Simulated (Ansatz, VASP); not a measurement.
MnO in VASP and in Ansatz

INCAR

```
SYSTEM = MnO
PREC     = Accurate       ! precision mode
ENCUT    = 520            ! plane-wave cutoff, eV
EDIFF    = 1E-6           ! SCF threshold, eV
ISMEAR   = -1             ! smearing method
SIGMA    = 0.05           ! smearing width, eV
LREAL    = .FALSE.        ! projectors in reciprocal space
LASPH    = .TRUE.         ! aspherical terms in the spheres
NELM     = 150            ! most SCF steps
ALGO     = Normal         ! electronic algorithm
ISIF     = 2              ! what is computed and relaxed
LWAVE    = .FALSE.        ! write WAVECAR
LCHARG   = .FALSE.        ! write CHGCAR
ISPIN    = 2              ! spin polarisation
MAGMOM   = 4 0            ! initial moments
LORBIT   = 11             ! projections on sites
LMAXMIX  = 4              ! l up to which the mixer works
GGA      = PE             ! functional
NBANDS   = 20             ! bands
```

The input KPOINTS:

```
regular mesh
0
G
  9 9 9
  0 0 0
```

POSCAR

```
MnO
1.0
    3.0295689687     -1.7506562310      0.0000000000
    3.0295689687      1.7506562310      0.0000000000
   -2.0235529244      0.0000000000      2.8654273429
Mn O
1 1
Direct
    0.5001990000      0.5001990000      0.5006650000
    0.7498025000      0.7498025000      0.2493360000
```

File input.yaml:

```yaml
crystal:
  lattice:
    - [3.0295689687, -1.750656231, 0.0]
    - [3.0295689687, 1.750656231, 0.0]
    - [-2.0235529244, 0.0, 2.8654273429]
  atoms:
    - { symbol: Mn, position: [0.500199, 0.500199, 0.500665], spin: 4.0 }
    - { symbol: O, position: [0.7498025, 0.7498025, 0.249336] }
kpoints:
  mp_grid: { grid: [9, 9, 9] }
scf:
  occupations: { method: fermi_dirac, width: 0.05 }
hamiltonian:
  xc: pbe
  pseudopotentials: { kind: all_electron, lapw: { basis_error: 0.0005 } }
magnetization:
  spin_polarized: true
output:
  forces: true
  stress: true
  eigenvalues: true
```

Change from the starting cell: volume scaled by 1.06.

Alike in both runs: task single point; functional PBE; k mesh 9 × 9 × 9; occupations fermi-dirac, width 0.05 eV; collinear spin.

```csv
,VASP,Ansatz
version,VASP 6.6.1,Ansatz 0.2.0
potentials or method,"VASP PAW PBE potentials, release 64 (Mn_pv, O), cutoff 520 eV","all-electron LAPW, scalar-relativistic"
```

Ansatz gave:

- gap on the k mesh at the Fermi level (eV): none
- pressure (GPa): -8.9
- traceless stress, the component that is largest in VASP (GPa): -0.14
- net moment per atom (μB): 2.50
- size of the moment on the site where the two differ most (μB): 4.39

Problem. What did VASP give for the same quantities?

Solution. gap on the k mesh at the Fermi level (eV): none; pressure (GPa): -8.8; traceless stress, the component that is largest in VASP (GPa): -0.14; net moment per atom (μB): 2.50; size of the moment on the site where the two differ most (μB): 4.46.

Site moments also hang on the region over which each program counts them. A gap of «none» marks a metal or a gap that the smearing closes. Ansatz ran all-electron here, and VASP with PAW potentials.
